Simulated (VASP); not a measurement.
# BAs (F-43m) in VASP: a series of runs

BAs is run at these levels: PBE+D3(BJ); tasks: single point, relaxation of cell and atoms.

Program: VASP 6.6.1. These are calculated values, not measurements. Logs are shortened: lines on timing, memory, paths and dates and some standing lists are left out, and cuts for length are marked.

**1. The cell of the first run**

Symmetry: F-43m, No. 216, cubic system. The conventional cell has a = 4.764 Å, b = 4.764 Å, c = 4.764 Å, α = 90.00°, β = 90.00°, γ = 90.00°. B (site symmetry -43m) has 4 As at 2.06 Å within 2.7 Å. As (site symmetry -43m) has 4 B at 2.06 Å within 2.7 Å.

**2. Single point, PBE+D3(BJ)**

File INCAR:

```
SYSTEM = BAs
  PREC = Accurate
  ENCUT = 520
  EDIFF = 1E-6
  ISMEAR = 0
  SIGMA = 0.02
  LREAL = .FALSE.
  LASPH = .TRUE.
  NELM = 60
  ALGO = Normal
  ISIF = 2
  LWAVE = .FALSE.
  LCHARG = .FALSE.
  GGA = PE
  IVDW = 12
  NBANDS = 11
```

File KPOINTS:

```
regular mesh
0
G
  10 10 10
  0 0 0
```

File POSCAR:

```
BAs
1.0
    0.0000000000      2.3819227027      2.3819227027
    2.3819227027      0.0000000000      2.3819227027
    2.3819227027      2.3819227027      0.0000000000
B As
1 1
Direct
    0.0000000000      0.0000000000      0.0000000000
    0.2500000000      0.2500000000      0.2500000000
```

Potentials or basis: VASP PAW PBE potentials, release 64 (B, As).

Run with:

```sh
cat potpaw_PBE.64/B/POTCAR potpaw_PBE.64/As/POTCAR > POTCAR
mpirun -np 1 vasp_std > vasp.out
```

OUTCAR:

```text
SYSTEM = BAs
   PREC = Accurate
   ENCUT = 520
   EDIFF = 1E-6
   ISMEAR = 0
   LREAL = .FALSE.
   LASPH = .TRUE.
   NELM = 60
   ISIF = 2
   GGA = PE
   IVDW = 12
 IVDW          = 12

 ion  position               nearest neighbor table
   1  0.000  0.000  0.000-   2 2.06   2 2.06   2 2.06   2 2.06
   2  0.250  0.250  0.250-   1 2.06   1 2.06   1 2.06   1 2.06

  LATTYP: Found a face centered cubic cell.
 ALAT       =     4.7638454054

  Lattice vectors:

 A1 = (   0.0000000000,   2.3819227027,   2.3819227027)
 A2 = (   2.3819227027,   0.0000000000,   2.3819227027)
 A3 = (   2.3819227027,   2.3819227027,   0.0000000000)

Analysis of symmetry for initial positions (statically):
=====================================================================
 Subroutine PRICEL returns:
 Original cell was already a primitive cell.

 Routine SETGRP: Setting up the symmetry group for a
 face centered cubic supercell.

 Subroutine GETGRP returns: Found 24 space group operations
 (whereof 24 operations were pure point group operations)
 out of a pool of 48 trial point group operations.

The static configuration has the point symmetry T_d .

Analysis of symmetry for dynamics (positions and initial velocities):
=====================================================================
 Subroutine PRICEL returns:
 Original cell was already a primitive cell.

 Routine SETGRP: Setting up the symmetry group for a
 face centered cubic supercell.

 Subroutine GETGRP returns: Found 24 space group operations
 (whereof 24 operations were pure point group operations)
 out of a pool of 48 trial point group operations.

The dynamic configuration has the point symmetry T_d .

 Subroutine INISYM returns: Found 24 space group operations
 (whereof 24 operations are pure point group operations),
 and found     1 'primitive' translations

----------------------------------------------------------------------------------------

                                     Primitive cell

  volume of cell :      27.0279

  direct lattice vectors                    reciprocal lattice vectors
     0.000000000  2.381922703  2.381922703    -0.209914452  0.209914452  0.209914452
     2.381922703  0.000000000  2.381922703     0.209914452 -0.209914452  0.209914452
     2.381922703  2.381922703  0.000000000     0.209914452  0.209914452 -0.209914452

  length of vectors
     3.368547391  3.368547391  3.368547391     0.363582497  0.363582497  0.363582497

  position of ions in fractional coordinates (direct lattice)
     0.000000000  0.000000000  0.000000000
     0.250000000  0.250000000  0.250000000

  ion indices of the primitive-cell ions
   primitive index   ion index
                 1           1
                 2           2

----------------------------------------------------------------------------------------

 KPOINTS: regular mesh

Automatic generation of k-mesh.
 Grid dimensions read from file:
 generate k-points for:   10   10   10

 Generating k-lattice:

  Cartesian coordinates                     Fractional coordinates (reciprocal lattice)
    -0.020991445  0.020991445  0.020991445     0.100000000  0.000000000  0.000000000
     0.020991445 -0.020991445  0.020991445     0.000000000  0.100000000  0.000000000
     0.020991445  0.020991445 -0.020991445     0.000000000  0.000000000  0.100000000

  Length of vectors
     0.036358250  0.036358250  0.036358250

  Shift w.r.t. Gamma in fractional coordinates (k-lattice)
     0.000000000  0.000000000  0.000000000

 Subroutine IBZKPT returns following result:
 ===========================================

 Found     47 irreducible k-points:

 Following reciprocal coordinates:
            Coordinates               Weight
  0.000000  0.000000  0.000000      1.000000
  0.100000  0.000000  0.000000      8.000000
  0.200000  0.000000  0.000000      8.000000
  0.300000  0.000000  0.000000      8.000000
  0.400000  0.000000  0.000000      8.000000
  0.500000  0.000000  0.000000      4.000000
[... 16 lines left out ...]
  0.300000  0.300000  0.000000      6.000000
  0.400000  0.300000  0.000000     24.000000
 [... further k-points ...]
   k-points           NKPTS =     47   k-points in BZ     NKDIM =     47   number of bands    NBANDS=     11
   number of dos      NEDOS =    301   number of ions     NIONS =      2
   total plane-waves  NPLWV =  21952
   dimension x,y,z NGX =    28 NGY =   28 NGZ =   28
   dimension x,y,z NGXF=    56 NGYF=   56 NGZF=   56
   ions per type =               1   1
   NGX,Y,Z   is equivalent  to a cutoff of  13.82, 13.82, 13.82 a.u.
   NGXF,Y,Z  is equivalent  to a cutoff of  27.64, 27.64, 27.64 a.u.
 SYSTEM =  BAs
   PREC   = accura    normal or accurate (medium, high low for compatibility)
   ISTART =      0    job   : 0-new  1-cont  2-samecut
   ICHARG =      2    charge: 1-file 2-atom 10-const
   ISPIN  =      1    spin polarized calculation?
   LNONCOLLINEAR =      F non collinear calculations
   LSORBIT =      F    spin-orbit coupling
   LASPH  =      T    aspherical Exc in radial PAW
   ENCUT  =  520.0 eV  38.22 Ry    6.18 a.u.   6.26  6.26  6.26*2*pi/ulx,y,z
   NELM   =     60;   NELMIN=  2; NELMDL= -5     # of ELM steps
   EDIFF  = 0.1E-05   stopping-criterion for ELM
   LREAL  =      F    real-space projection
   EDIFFG = 0.1E-04   stopping-criterion for IOM
   NSW    =      0    number of steps for IOM
   IBRION =     -1    ionic relax: 0-MD 1-quasi-New 2-CG
   NFREE  =      0    steps in history (QN), initial steepest desc. (CG)
   ISIF   =      2    stress and relaxation
   ISYM   =      2    0-nonsym 1-usesym 2-fastsym
   POTIM  = 0.5000    time-step for ionic-motion
   TEBEG  =    0.0;   TEEND  =   0.0 temperature during run
   PSTRESS=    0.0 pullay stress
   NELECT =       8.0000    total number of electrons
   NUPDOWN=      -1.0000    fix difference up-down
   EMIN   =  10.00;   EMAX   =-10.00  energy-range for DOS
   EFERMI =   0.00;   METHOD = LEGACY
   ISMEAR =     0;   SIGMA  =   0.02  broadening in eV -4-tet -1-fermi 0-gaus
   EFERMI_NEDOS =   21; number of points for ismear=-14 and -15
   IALGO  =     38    algorithm
   IMIX   =      4    mixing-type and parameters
     AMIX     =   0.40;   BMIX     =  1.00
     AMIX_MAG =   1.60;   BMIX_MAG =  1.00
  volume/ion in A,a.u.               =      13.51        91.20
  Fermi-wavevector in a.u.,A,eV,Ry     =   1.091023  2.061734 16.195433  1.190331
  Thomas-Fermi vector in A             =   2.227259
   LORBIT       =      0    0 simple, 1 ext, 2 COOP (PROOUT), +10 PAW based schemes
   GGA     = PE    functional components
   LHFCALC =     F    Hartree Fock is set to
   AEXX    =    0.0000 exact exchange contribution
   IVDW    =    12    specifies the selected vdW correction
   LEPSILON=     F    determine dielectric tensor
   LRPA    =     F    only Hartree local field effects (RPA)
 non-spin polarized calculation
 Gauss-broadening in eV      SIGMA  =   0.02
  energy-cutoff  :      520.00
  volume of cell :       27.03
 maximum number of plane-waves:       745
 NGX is ok and might be reduce to    28
   NGX = 13   NGY = 13   NGZ = 13

 number of electron       8.0000000 magnetization

 Free energy of the ion-electron system (eV)
  ---------------------------------------------------
  ext. energy  EPLUGINS =         0.00000000
  ---------------------------------------------------
  free energy    TOTEN  =       -11.40069391 eV

  energy without entropy =      -11.40069391  energy(sigma->0) =      -11.40069391

 E-fermi :   6.3233     XC(G=0): -10.6202

 val. band max:        6.2179540763   @ k =   0.0000   0.0000   0.0000
 cond. band min:       7.3848287484   @ k =   0.4000   0.4000   0.0000
 fundamental gap:      1.1668746721
 Fermi energy:         6.3232972410

 k-point     1 :       0.0000    0.0000    0.0000
  band No.  band energies     occupation
      1      -9.2591      2.00000
      2       6.2180      2.00000
      3       6.2180      2.00000
      4       6.2180      2.00000
      5       9.5049      0.00000
      6       9.5049      0.00000
      7       9.5049      0.00000
      8      11.0103      0.00000
      9      15.8411      0.00000
     10      19.2020      0.00000
     11      19.2020      0.00000

 k-point     2 :       0.1000    0.0000    0.0000
  band No.  band energies     occupation
      1      -9.0936      2.00000
      2       4.8176      2.00000
      3       5.9134      2.00000
      4       5.9134      2.00000
      5       9.6695      0.00000
      6       9.9057      0.00000
      7       9.9057      0.00000
      8      11.8637      0.00000
      9      16.4924      0.00000
     10      18.1241      0.00000
     11      18.1241      0.00000

 k-point     3 :       0.2000    0.0000    0.0000
  band No.  band energies     occupation
      1      -8.6055      2.00000
      2       2.4386      2.00000
      3       5.3340      2.00000
      4       5.3340      2.00000
      5       9.4676      0.00000
      6      10.6272      0.00000
      7      10.6272      0.00000
      8      13.4681      0.00000
      9      17.4006      0.00000
     10      17.4006      0.00000
     11      17.4919      0.00000

 k-point     4 :       0.3000    0.0000    0.0000
  band No.  band energies     occupation
      1      -7.8306      2.00000
      2       0.1309      2.00000
      3       4.8220      2.00000
      4       4.8220      2.00000
      5       9.2004      0.00000
      6      11.0274      0.00000
      7      11.0274      0.00000
      8      14.7108      0.00000
      9      17.6154      0.00000
     10      17.8559      0.00000
     11      17.8559      0.00000

 k-point     5 :       0.4000    0.0000    0.0000
  band No.  band energies     occupation
      1      -6.9017      2.00000
      2      -1.7608      2.00000
      3       4.4938      2.00000
      4       4.4938      2.00000
      5       9.0201      0.00000
      6      11.0485      0.00000
      7      11.0485      0.00000
      8      15.1001      0.00000
      9      18.3420      0.00000
     10      19.3960      0.00000
     11      19.3960      0.00000
[... 211 lines left out ...]
 k-point    21 :      -0.3000    0.2000    0.0000
  band No.  band energies     occupation
      1      -6.6873      2.00000
      2      -0.8601      2.00000
      3       1.5633      2.00000
      4       4.2470      2.00000
      5       9.7635      0.00000
      6      12.1802      0.00000
      7      12.4641      0.00000
      8      14.3896      0.00000
      9      16.9269      0.00000
     10      18.3810      0.00000
     11      21.6095      0.00000

 k-point    22 :      -0.2000    0.2000    0.0000
  band No.  band energies     occupation
      1      -7.5650      2.00000
      2       0.7253      2.00000
      3       2.1095      2.00000
      4       4.9146      2.00000
      5      10.1823      0.00000
      6      11.3577      0.00000
      7      12.2622      0.00000
      8      13.2658      0.00000
      9      16.1139      0.00000
     10      18.8981      0.00000
     11      20.4862      0.00000

 k-point    23 :       0.3000    0.3000    0.0000
  band No.  band energies     occupation
      1      -7.3274      2.00000
      2       0.9941      2.00000
      3       3.0006      2.00000
      4       3.0006      2.00000
      5       7.6079      0.00000
      6       9.8795      0.00000
      7      14.7239      0.00000
      8      14.7239      0.00000
      9      17.2916      0.00000
     10      21.3591      0.00000
     11      21.3799      0.00000

 k-point    24 :       0.4000    0.3000    0.0000
  band No.  band energies     occupation
      1      -6.5923      2.00000
      2      -0.2620      2.00000
      3       2.2070      2.00000
      4       2.7016      2.00000
      5       7.9097      0.00000
      6       9.6163      0.00000
      7      15.1129      0.00000
      8      15.3409      0.00000
      9      18.3436      0.00000
     10      22.1415      0.00000
     11      22.1436      0.00000

 [... further k-points ...]

------------------------ aborting loop because EDIFF is reached ----------------------------------------

 Edisp (eV)   -0.66528

 E8    (eV) :    -0.2644

  FORCE on cell =-STRESS in cart. coord.  units (eV):
  Direction    XX          YY          ZZ          XY          YZ          ZX
  --------------------------------------------------------------------------------------
  -------------------------------------------------------------------------------------
  Total       0.12008     0.12008     0.12008     0.00000     0.00000     0.00000
  in kB       7.11809     7.11809     7.11809     0.00000     0.00000     0.00000
  external pressure =        7.12 kB  Pullay stress =        0.00 kB

 VOLUME and BASIS-vectors are now :
 -----------------------------------------------------------------------------
  energy-cutoff  :      520.00
  volume of cell :       27.03
      direct lattice vectors                 reciprocal lattice vectors
     0.000000000  2.381922703  2.381922703    -0.209914452  0.209914452  0.209914452
     2.381922703  0.000000000  2.381922703     0.209914452 -0.209914452  0.209914452
     2.381922703  2.381922703  0.000000000     0.209914452  0.209914452 -0.209914452

 POSITION                                       TOTAL-FORCE (eV/Angst)
 -----------------------------------------------------------------------------------
      0.00000      0.00000      0.00000         0.000000     -0.000000     -0.000000
      1.19096      1.19096      1.19096        -0.000000      0.000000      0.000000
 -----------------------------------------------------------------------------------
    total drift:                               -0.000000     -0.000000     -0.000000

  FREE ENERGIE OF THE ION-ELECTRON SYSTEM (eV)
  ---------------------------------------------------
  free  energy   TOTEN  =       -12.0659727116 eV

  energy  without entropy=      -12.0659727116  energy(sigma->0) =      -12.06597271
```

Wall time 15 s (1 thread of Intel Xeon 6975P-C, shared host); peak memory 0.17 GiB.

What came out:

| Item | Value |
| --- | --- |
| Free energy | -12.0660 eV |
| Pressure | 0.7 GPa |
| Band gap on the k mesh | 1.17 eV, indirect (least direct gap 3.29 eV) |
| Dispersion energy per atom | -0.333 eV |

Levels at points of the mesh, in eV from the valence-band top:
```
           k point  band 1  band 2  band 3  band 4  band 5  band 6  band 7  band 8
(0.00, 0.00, 0.00)  -15.48    0.00    0.00    0.00    3.29    3.29    3.29    4.79
(0.50, 0.00, 0.00)  -12.57   -8.85   -1.84   -1.84    2.74    4.79    4.79    8.88
(0.50, 0.50, 0.00)  -11.24   -8.58   -4.12   -4.12    1.42    1.43   11.45   11.45
```

(Continued in part 2 of 2.)
